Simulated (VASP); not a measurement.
A run of VASP 6.6.1 is set up as follows.

File INCAR:

```
SYSTEM = CaF2
ALGO     = Normal         ! electronic algorithm
EDIFF    = 1E-6           ! SCF threshold, eV
ENCUT    = 600            ! plane-wave cutoff, eV
GGA      = PE             ! functional
GGA_COMPAT= .FALSE.      
ISIF     = 2              ! what is computed and relaxed
ISMEAR   = 0              ! smearing method
LASPH    = .TRUE.         ! aspherical terms in the spheres
LCHARG   = .FALSE.        ! write CHGCAR
LREAL    = .FALSE.        ! projectors in reciprocal space
LWAVE    = .FALSE.        ! write WAVECAR
NBANDS   = 19             ! bands
NELM     = 120            ! most SCF steps
PREC     = Accurate       ! precision mode
SIGMA    = 0.02           ! smearing width, eV
```

Contents of KPOINTS:

```
k-points
0
G
  8 8 8
  0 0 0
```

POSCAR

```
CaF2
1.0
    0.0000000000      2.7555141463      2.7555141463
    2.7555141463      0.0000000000      2.7555141463
    2.7555141463      2.7555141463      0.0000000000
Ca F
1 2
Direct
    0.0000000000      0.0000000000      0.0000000000
    0.2500000000      0.2500000000      0.2500000000
    0.7500000000      0.7500000000      0.7500000000
```

Potentials or basis: VASP PAW PBE potentials, release 64 (Ca_sv, F).

Launch:

```bash
$ cat potpaw_PBE.64/Ca_sv/POTCAR potpaw_PBE.64/F/POTCAR > POTCAR
$ mpirun -np 1 vasp_std > vasp.out
```

Task: Estimate the pressure.

Result: 0.2 GPa.

Task: Predict the band gap on the k mesh.

Result: 7.12 eV, indirect (least direct gap 7.37 eV).

A k mesh can miss the band edges.
